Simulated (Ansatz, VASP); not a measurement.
# One calculation of ZnS, two programs

```
Zn S
1.0
     3.78642    0.00000    0.00000
    -1.89321    3.29562    0.00000
     0.00000    0.00000    6.24399
Zn S
2 2
Direct
  0.33338 0.66677 0.00062
  0.66662 0.33323 0.50062
  0.33397 0.66793 0.37438
  0.66603 0.33207 0.87438
```

Change from the starting cell: uniaxial_x strain -0.5%.

Alike in both runs: task single point; functional r2SCAN; k mesh 12 × 12 × 4; no spin polarisation.

|  | VASP | Ansatz |
| --- | --- | --- |
| version | VASP 6.6.1 | Ansatz 0.2.0 |
| potentials or method | VASP PAW PBE potentials, release 64 (Zn, S) | plane waves, PAW |
| plane-wave cutoff (eV) | 520 | 500 |
| occupations | gaussian, width 0.01 eV | fixed |
| valence electrons in the cell | 36 | 36 |

```tsv
	VASP	Ansatz	Ansatz less VASP
gap on the k mesh at the Fermi level (eV)	2.79	2.78	-0.010
pressure (GPa)	0.5	0.4	-0.09
traceless stress, the component that is largest in VASP (GPa)	0.27	0.25	-0.022
rms of the force components (eV/Å)	0.003	0.000	-0.0030
```

VASP's potentials were made for PBE, not for r2SCAN. Atom by atom the forces differ by 0.003 eV/Å (rms over components).
